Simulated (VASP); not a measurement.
A run of VASP 6.6.1:

The input INCAR:

```
ALGO = Normal ; EDIFF = 1E-7
ENCUT = 520 ; GGA = PE
ISIF = 2 ; ISMEAR = 0
LASPH = T ; LCHARG = F
LREAL = F ; LWAVE = F
NBANDS = 18 ; NELM = 100
PREC = Accurate ; SIGMA = 0.1
```

The input KPOINTS:

```
k-points
0
Gamma
  6 6 4
```

The input POSCAR:

```
CO
1.0
    2.5881486011     -2.5860172397     -0.0449681101
    2.5881486011      2.5860172397     -0.0449681101
   -1.1198690318      0.0000000000      7.7733149923
C O
2 2
Direct
    0.2572832292      0.2572832292      0.1968941282
    0.7427167708      0.7427167708      0.8031058718
    0.8116580456      0.8116580456      0.6729417271
    0.1883419544      0.1883419544      0.3270582729
```

Potentials or basis: VASP PAW PBE potentials, release 64 (C, O).

Launch:

```sh
$ cat potpaw_PBE.64/C/POTCAR potpaw_PBE.64/O/POTCAR > POTCAR
$ mpirun -np 1 vasp_std > vasp.out
```

Hardware: 1 thread of Oxide Virtual Turin-like Processor, with other jobs on the host.

Task: Estimate the wall time of this run.

Result: Wall time 85 s on 1 thread of Oxide Virtual Turin-like Processor, with other jobs on the host, peak memory 0.2 GiB. Counts: scf iterations 15, k points 47.
